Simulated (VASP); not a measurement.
# NiGe3 (Pm-3m) in VASP: single point with PBE

Aim: the single point of NiGe3 with PBE.

All numbers are computed with VASP 6.6.1; they aren't measurements. Logs are shortened: lines on timing, memory, paths and dates and some standing lists are left out, and cuts for length are marked.

## 1. The cell of the first run

It takes space group Pm-3m (No. 221, cubic). Conventional cell: a = 4.035 Å, b = 4.035 Å, c = 4.035 Å, α = 90.00°, β = 90.00°, γ = 90.00°. Within 3.8 Å of Ni (site symmetry m-3m) lie 12 Ge at 2.85 Å. Ge (site symmetry 4/mmm) has 4 Ni at 2.85 Å and 8 Ge at 2.85 Å within 3.8 Å.

The cell was generated, and may not be a known phase.

## 2. Single point, PBE, collinear spin, ferromagnetic start

INCAR

```
SYSTEM = NiGe3
PREC = Accurate
ENCUT = 520
EDIFF = 1E-6
ISMEAR = 0
SIGMA = 0.1
LREAL = .False.
LASPH = .True.
NELM = 150
ALGO = Normal
ISIF = 2
LWAVE = .False.
LCHARG = .False.
ISPIN = 2
MAGMOM = 0.2 0 0 0
LORBIT = 11
LMAXMIX = 4
GGA = PE
NBANDS = 38
```

KPOINTS

```
Automatic mesh
0
Gamma
  12 12 12
  0 0 0
```

POSCAR

```
NiGe3
1.0
    4.0352807064      0.0000000000      0.0000000000
    0.0000000000      4.0352807064      0.0000000000
    0.0000000000      0.0000000000      4.0352807064
Ni Ge
1 3
Direct
    0.5000000000      0.5000000000      0.5000000000
    0.5000000000      0.0000000000      0.0000000000
    0.0000000000      0.5000000000      0.0000000000
    0.0000000000      0.0000000000      0.5000000000
```

Potentials or basis: VASP PAW PBE potentials, release 64 (Ni, Ge_d).

The run is started by

```sh
$ cat potpaw_PBE.64/Ni/POTCAR potpaw_PBE.64/Ge_d/POTCAR > POTCAR
$ mpirun -np 1 vasp_std > vasp.out
```

OUTCAR:

```text
SYSTEM = NiGe3
   PREC = Accurate
   ENCUT = 520
   EDIFF = 1E-6
   ISMEAR = 0
   LREAL = .False.
   LASPH = .True.
   NELM = 150
   ISIF = 2
   ISPIN = 2
   LORBIT = 11
   GGA = PE

 ion  position               nearest neighbor table
   1  0.500  0.500  0.500-   2 2.85   3 2.85   4 2.85   2 2.85   3 2.85   2 2.85   4 2.85   2 2.85
                             3 2.85   4 2.85   3 2.85   4 2.85
   2  0.500  0.000  0.000-   1 2.85   3 2.85   4 2.85   1 2.85   4 2.85   1 2.85   3 2.85   1 2.85
                             3 2.85   4 2.85   4 2.85   3 2.85
   3  0.000  0.500  0.000-   1 2.85   2 2.85   4 2.85   1 2.85   4 2.85   2 2.85   4 2.85   4 2.85
                             1 2.85   2 2.85   1 2.85   2 2.85
   4  0.000  0.000  0.500-   1 2.85   2 2.85   3 2.85   2 2.85   3 2.85   1 2.85   3 2.85   3 2.85
                             1 2.85   2 2.85   2 2.85   1 2.85

  LATTYP: Found a simple cubic cell.
 ALAT       =     4.0352807064

  Lattice vectors:

 A1 = (   4.0352807064,   0.0000000000,   0.0000000000)
 A2 = (   0.0000000000,   4.0352807064,   0.0000000000)
 A3 = (   0.0000000000,   0.0000000000,   4.0352807064)

Analysis of symmetry for initial positions (statically):
=====================================================================
 Subroutine PRICEL returns:
 Original cell was already a primitive cell.

 Routine SETGRP: Setting up the symmetry group for a
 simple cubic supercell.

 Subroutine GETGRP returns: Found 48 space group operations
 (whereof 48 operations were pure point group operations)
 out of a pool of 48 trial point group operations.

The static configuration has the point symmetry O_h .

Analysis of symmetry for dynamics (positions and initial velocities):
=====================================================================
 Subroutine PRICEL returns:
 Original cell was already a primitive cell.

 Routine SETGRP: Setting up the symmetry group for a
 simple cubic supercell.

 Subroutine GETGRP returns: Found 48 space group operations
 (whereof 48 operations were pure point group operations)
 out of a pool of 48 trial point group operations.

The dynamic configuration has the point symmetry O_h .

Analysis of structural, dynamic, and magnetic symmetry:
=====================================================================
 Subroutine PRICEL returns:
 Original cell was already a primitive cell.

 Routine SETGRP: Setting up the symmetry group for a
 simple cubic supercell.

 Subroutine GETGRP returns: Found 48 space group operations
 (whereof 48 operations were pure point group operations)
 out of a pool of 48 trial point group operations.

The overall configuration has the point symmetry O_h .

 Subroutine INISYM returns: Found 48 space group operations
 (whereof 48 operations are pure point group operations),
 and found     1 'primitive' translations

----------------------------------------------------------------------------------------

                                     Primitive cell

  volume of cell :      65.7085

  direct lattice vectors                    reciprocal lattice vectors
     4.035280706  0.000000000  0.000000000     0.247814235  0.000000000  0.000000000
     0.000000000  4.035280706  0.000000000     0.000000000  0.247814235  0.000000000
     0.000000000  0.000000000  4.035280706     0.000000000  0.000000000  0.247814235

  length of vectors
     4.035280706  4.035280706  4.035280706     0.247814235  0.247814235  0.247814235

  position of ions in fractional coordinates (direct lattice)
     0.500000000  0.500000000  0.500000000
     0.500000000  0.000000000  0.000000000
     0.000000000  0.500000000  0.000000000
     0.000000000  0.000000000  0.500000000

  ion indices of the primitive-cell ions
   primitive index   ion index
                 1           1
                 2           2
                 3           3
                 4           4

----------------------------------------------------------------------------------------

 KPOINTS: Automatic mesh

Automatic generation of k-mesh.
 Grid dimensions read from file:
 generate k-points for:   12   12   12

 Generating k-lattice:

  Cartesian coordinates                     Fractional coordinates (reciprocal lattice)
     0.020651186  0.000000000  0.000000000     0.083333333  0.000000000  0.000000000
     0.000000000  0.020651186  0.000000000     0.000000000  0.083333333  0.000000000
     0.000000000  0.000000000  0.020651186     0.000000000  0.000000000  0.083333333

  Length of vectors
     0.020651186  0.020651186  0.020651186

  Shift w.r.t. Gamma in fractional coordinates (k-lattice)
     0.000000000  0.000000000  0.000000000

 Subroutine IBZKPT returns following result:
 ===========================================

 Found     84 irreducible k-points:

 Following reciprocal coordinates:
            Coordinates               Weight
  0.000000  0.000000  0.000000      1.000000
  0.083333  0.000000  0.000000      6.000000
  0.166667  0.000000  0.000000      6.000000
  0.250000  0.000000  0.000000      6.000000
  0.333333  0.000000  0.000000      6.000000
  0.416667  0.000000  0.000000      6.000000
[... 16 lines left out ...]
  0.333333  0.333333  0.000000     12.000000
  0.416667  0.333333  0.000000     24.000000
 [... further k-points ...]
   k-points           NKPTS =     84   k-points in BZ     NKDIM =     84   number of bands    NBANDS=     38
   number of dos      NEDOS =    301   number of ions     NIONS =      4
   total plane-waves  NPLWV =  27000
   dimension x,y,z NGX =    30 NGY =   30 NGZ =   30
   dimension x,y,z NGXF=    60 NGYF=   60 NGZF=   60
   ions per type =               1   3
   NGX,Y,Z   is equivalent  to a cutoff of  12.36, 12.36, 12.36 a.u.
   NGXF,Y,Z  is equivalent  to a cutoff of  24.72, 24.72, 24.72 a.u.
 SYSTEM =  NiGe3
   PREC   = accura    normal or accurate (medium, high low for compatibility)
   ISTART =      0    job   : 0-new  1-cont  2-samecut
   ICHARG =      2    charge: 1-file 2-atom 10-const
   ISPIN  =      2    spin polarized calculation?
   LNONCOLLINEAR =      F non collinear calculations
   LSORBIT =      F    spin-orbit coupling
   LASPH  =      T    aspherical Exc in radial PAW
   ENCUT  =  520.0 eV  38.22 Ry    6.18 a.u.   7.50  7.50  7.50*2*pi/ulx,y,z
   NELM   =    150;   NELMIN=  2; NELMDL= -5     # of ELM steps
   EDIFF  = 0.1E-05   stopping-criterion for ELM
   LREAL  =      F    real-space projection
   EDIFFG = 0.1E-04   stopping-criterion for IOM
   NSW    =      0    number of steps for IOM
   IBRION =     -1    ionic relax: 0-MD 1-quasi-New 2-CG
   NFREE  =      0    steps in history (QN), initial steepest desc. (CG)
   ISIF   =      2    stress and relaxation
   ISYM   =      2    0-nonsym 1-usesym 2-fastsym
   POTIM  = 0.5000    time-step for ionic-motion
   TEBEG  =    0.0;   TEEND  =   0.0 temperature during run
   PSTRESS=    0.0 pullay stress
   NELECT =      52.0000    total number of electrons
   NUPDOWN=      -1.0000    fix difference up-down
   EMIN   =  10.00;   EMAX   =-10.00  energy-range for DOS
   EFERMI =   0.00;   METHOD = LEGACY
   ISMEAR =     0;   SIGMA  =   0.10  broadening in eV -4-tet -1-fermi 0-gaus
   EFERMI_NEDOS =   21; number of points for ismear=-14 and -15
   IALGO  =     38    algorithm
   IMIX   =      4    mixing-type and parameters
     AMIX     =   0.40;   BMIX     =  1.00
     AMIX_MAG =   1.60;   BMIX_MAG =  1.00
  volume/ion in A,a.u.               =      16.43       110.86
  Fermi-wavevector in a.u.,A,eV,Ry     =   1.514266  2.861548 31.198183  2.293002
  Thomas-Fermi vector in A             =   2.623947
   LORBIT       =     11    0 simple, 1 ext, 2 COOP (PROOUT), +10 PAW based schemes
   GGA     = PE    functional components
   LHFCALC =     F    Hartree Fock is set to
   AEXX    =    0.0000 exact exchange contribution
   IVDW    =     0    specifies the selected vdW correction
   LEPSILON=     F    determine dielectric tensor
   LRPA    =     F    only Hartree local field effects (RPA)
 spin polarized calculation
 Gauss-broadening in eV      SIGMA  =   0.10
  energy-cutoff  :      520.00
  volume of cell :       65.71
 maximum number of plane-waves:      1800
   NGX = 15   NGY = 15   NGZ = 15

 number of electron      51.9999878 magnetization      -0.0015310

 number of electron      51.9999878 magnetization       0.0006044

 Free energy of the ion-electron system (eV)
  ---------------------------------------------------
  ext. energy  EPLUGINS =         0.00000000
  ---------------------------------------------------
  free energy    TOTEN  =       -17.94999359 eV

  energy without entropy =      -17.93696363  energy(sigma->0) =      -17.94347861

 E-fermi :   7.5583     XC(G=0): -11.7613

 val. band max:        7.5570084872   @ k =   0.5000   0.4167   0.1667
 cond. band min:       7.5681122041   @ k =   0.5000   0.3333   0.0000
 fundamental gap:      0.0111037169
 Fermi energy:         7.5582617141

 spin component 1

 k-point     1 :       0.0000    0.0000    0.0000
  band No.  band energies     occupation
      1     -17.2825      1.00000
      2     -17.2825      1.00000
      3     -17.2825      1.00000
      4     -17.2774      1.00000
      5     -17.1910      1.00000
      6     -17.1910      1.00000
[... 30 lines left out ...]
     37      16.4890      0.00000
     38      16.4890      0.00000

 k-point     2 :       0.0833    0.0000    0.0000
  band No.  band energies     occupation
      1     -17.2820      1.00000
      2     -17.2791      1.00000
      3     -17.2791      1.00000
      4     -17.2750      1.00000
      5     -17.1907      1.00000
      6     -17.1890      1.00000
[... 30 lines left out ...]
     37      16.8000      0.00000
     38      16.8693      0.00000
[... 859 lines left out ...]
     37      19.8635      0.00000
     38      21.8445      0.00000

 k-point    24 :       0.4167    0.3333    0.0000
  band No.  band energies     occupation
      1     -17.2332      1.00000
      2     -17.2301      1.00000
      3     -17.2081      1.00000
      4     -17.1997      1.00000
      5     -17.1953      1.00000
      6     -17.1653      1.00000
[... 30 lines left out ...]
     37      19.2631      0.00000
     38      21.6060      0.00000

 [... further k-points ...]

 spin component 2

 k-point     1 :       0.0000    0.0000    0.0000
  band No.  band energies     occupation
      1     -17.2825      1.00000
      2     -17.2825      1.00000
      3     -17.2825      1.00000
      4     -17.2774      1.00000
      5     -17.1910      1.00000
      6     -17.1910      1.00000
[... 30 lines left out ...]
     37      16.4890      0.00000
     38      16.4890      0.00000

 k-point     2 :       0.0833    0.0000    0.0000
  band No.  band energies     occupation
      1     -17.2820      1.00000
      2     -17.2791      1.00000
      3     -17.2791      1.00000
      4     -17.2750      1.00000
      5     -17.1907      1.00000
      6     -17.1890      1.00000
[... 30 lines left out ...]
     37      16.8001      0.00000
     38      16.8694      0.00000
[... 859 lines left out ...]
     37      19.8635      0.00000
     38      21.8445      0.00000

 k-point    24 :       0.4167    0.3333    0.0000
  band No.  band energies     occupation
      1     -17.2332      1.00000
      2     -17.2301      1.00000
      3     -17.2081      1.00000
      4     -17.1996      1.00000
      5     -17.1953      1.00000
      6     -17.1653      1.00000
[... 30 lines left out ...]
     37      19.2632      0.00000
     38      21.6060      0.00000

 [... further k-points ...]

------------------------ aborting loop because EDIFF is reached ----------------------------------------

  FORCE on cell =-STRESS in cart. coord.  units (eV):
  Direction    XX          YY          ZZ          XY          YZ          ZX
  --------------------------------------------------------------------------------------
  -------------------------------------------------------------------------------------
  Total        0.0063794      0.0063794      0.0063794     -0.0000000      0.0000000     -0.0000000
  in kB        0.1555500      0.1555500      0.1555500     -0.0000000      0.0000000     -0.0000000
  external PRESSURE =       0.1555500 kB  Pullay stress =       0.0000000 kB

 VOLUME and BASIS-vectors are now :
 -----------------------------------------------------------------------------
  energy-cutoff  :      520.00
  volume of cell :       65.71
      direct lattice vectors                 reciprocal lattice vectors
     4.035280706  0.000000000  0.000000000     0.247814235  0.000000000  0.000000000
     0.000000000  4.035280706  0.000000000     0.000000000  0.247814235  0.000000000
     0.000000000  0.000000000  4.035280706     0.000000000  0.000000000  0.247814235

 POSITION                                       TOTAL-FORCE (eV/Angst)
 -----------------------------------------------------------------------------------
      2.01764      2.01764      2.01764         0.000000      0.000000      0.000000
      2.01764      0.00000      0.00000         0.000000      0.000000      0.000000
      0.00000      2.01764      0.00000         0.000000      0.000000      0.000000
      0.00000      0.00000      2.01764         0.000000      0.000000      0.000000
 -----------------------------------------------------------------------------------
    total drift:                                0.000000     -0.000000      0.000000

  FREE ENERGIE OF THE ION-ELECTRON SYSTEM (eV)
  ---------------------------------------------------
  free  energy   TOTEN  =       -17.9499935890 eV

  energy  without entropy=      -17.9369636321  energy(sigma->0) =      -17.94347861

 total charge

# of ion       s       p       d       tot
------------------------------------------
    1        0.366   0.258   8.441   9.064
    2        1.249   0.947  10.041  12.237
    3        1.249   0.947  10.041  12.237
    4        1.249   0.947  10.041  12.237
--------------------------------------------------
tot          4.112   3.099  38.564  45.776

 magnetization (x)

# of ion       s       p       d       tot
------------------------------------------
    1        0.000   0.000   0.000   0.000
    2        0.000   0.000  -0.000   0.000
    3        0.000   0.000  -0.000   0.000
    4        0.000   0.000  -0.000   0.000
--------------------------------------------------
tot          0.000   0.000   0.000   0.000
```

Run time: 4 min. Hardware: 1 thread of Intel Xeon Platinum 8488C (Sapphire Rapids), shared host; peak memory 0.4 GiB.

Results:

```yaml
Free_energy: -17.9500 eV
Pressure: 0.0 GPa
Band_gap_on_the_k_mesh: zero (filled and empty bands overlap)
Net_moment: 0.00 μB per cell
Valence_electrons_inside_the_program's_atomic_spheres: Ni 9.06; Ge 12.24
```

Levels at points of the mesh, in eV from the Fermi level:
Spin up:
```
           k point  band 23  band 24  band 25  band 26  band 27  band 28  band 29  band 30
(0.00, 0.00, 0.00)    -1.36    -1.36    -0.76    -0.76     0.31     3.42     3.42     3.42
(0.50, 0.00, 0.00)    -1.29    -0.46    -0.46    -0.05    -0.05     0.34     0.72     2.08
(0.50, 0.50, 0.00)    -1.18    -1.17     0.06     0.09     1.15     1.15     1.99     1.99
(0.50, 0.50, 0.50)    -1.13    -1.13    -1.02    -0.77    -0.77    -0.77     8.09     8.09
```
Spin down:
| k point | band 24 | band 25 | band 26 | band 27 | band 28 | band 29 |
| --- | --- | --- | --- | --- | --- | --- |
| (0.00, 0.00, 0.00) | -1.36 | -0.76 | -0.76 | 0.31 | 3.42 | 3.42 |
| (0.50, 0.00, 0.00) | -0.46 | -0.46 | -0.05 | -0.05 | 0.34 | 0.72 |
| (0.50, 0.50, 0.00) | -1.17 | 0.06 | 0.09 | 1.15 | 1.15 | 1.99 |
| (0.50, 0.50, 0.50) | -1.13 | -1.02 | -0.77 | -0.77 | -0.77 | 8.09 |
